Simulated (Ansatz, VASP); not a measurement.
## One calculation of TaN, two programs

```
Ta N
1.0
     3.15199    0.00000    0.00000
    -1.57600    2.72971    0.00000
     0.00000    0.00000    6.10429
Ta N
2 2
Direct
  0.33333 0.66667 0.02552
  0.66667 0.33333 0.52552
  0.33333 0.66667 0.34948
  0.66667 0.33333 0.84948
```

Alike in both runs: functional PBE; k mesh 18 × 18 × 8; occupations gaussian, width 0.1 eV; no spin polarisation.

Ansatz relaxed the structure, and its values are those at the end. VASP's run is a single point on that final structure, the one shown.

|  | VASP | Ansatz |
| --- | --- | --- |
| version | VASP 6.6.1 | Ansatz 0.2.0 |
| potentials or method | VASP PAW PBE potentials, release 64 (Ta_pv, N), cutoff 520 eV | scalar-relativistic, plane waves, PAW |
| valence electrons in the cell | 32 | 36 |

|  | VASP | Ansatz | Ansatz less VASP |
| --- | --- | --- | --- |
| gap on the k mesh at the Fermi level (eV) | none | none | - |
| pressure (GPa) | 0.5 | 0.0 | -0.54 |
| rms of the force components (eV/Å) | 0.012 | 0.000 | -0.0115 |

A gap of «none» marks a metal or a gap that the smearing closes. VASP's potentials hold 32 valence electrons a cell and Ansatz's 36, so a difference there can come from the potentials and not from the codes.

Spin-orbit coupling is off throughout.
